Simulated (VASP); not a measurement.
A run of VASP 6.6.1:

The input INCAR:

```
SYSTEM = KNaCl2
PREC = Accurate ; ENCUT = 520
EDIFF = 1E-6 ; ISMEAR = -1
SIGMA = 0.35 ; LREAL = .FALSE.
LASPH = .TRUE. ; NELM = 80
ALGO = Normal ; ISIF = 2
LWAVE = .FALSE. ; LCHARG = .FALSE.
GGA = PS ; NBANDS = 23
```

Contents of KPOINTS:

```
regular mesh
0
G
  6 6 6
  0 0 0
```

The input POSCAR:

```
KNaCl2
1.0
    2.0403755157      1.1780113533      7.2083746469
   -2.0403755157      1.1780113533      7.2083746469
    0.0000000000     -2.3560227065      7.2083746469
K Na Cl
1 1 2
Direct
    0.5000000000      0.5000000000      0.5000000000
    0.0000000000      0.0000000000      0.0000000000
    0.7493199689      0.7493199689      0.7493199689
    0.2506800311      0.2506800311      0.2506800311
```

Potentials or basis: VASP PAW PBE potentials, release 64 (K_sv, Na_pv, Cl).

Command:

```sh
$ cat potpaw_PBE.64/K_sv/POTCAR potpaw_PBE.64/Na_pv/POTCAR potpaw_PBE.64/Cl/POTCAR > POTCAR
$ mpirun -np 1 vasp_std > vasp.out
```

Hardware: 1 thread of Intel(R) Xeon(R) Platinum 8488C (Sapphire Rapids) (shared host).

Estimate the wall time of this run.

Wall time 2.8 min on 1 thread of Intel(R) Xeon(R) Platinum 8488C (Sapphire Rapids), on a shared host, peak memory 0.45 GiB. Counts: scf iterations 13, k points 32.
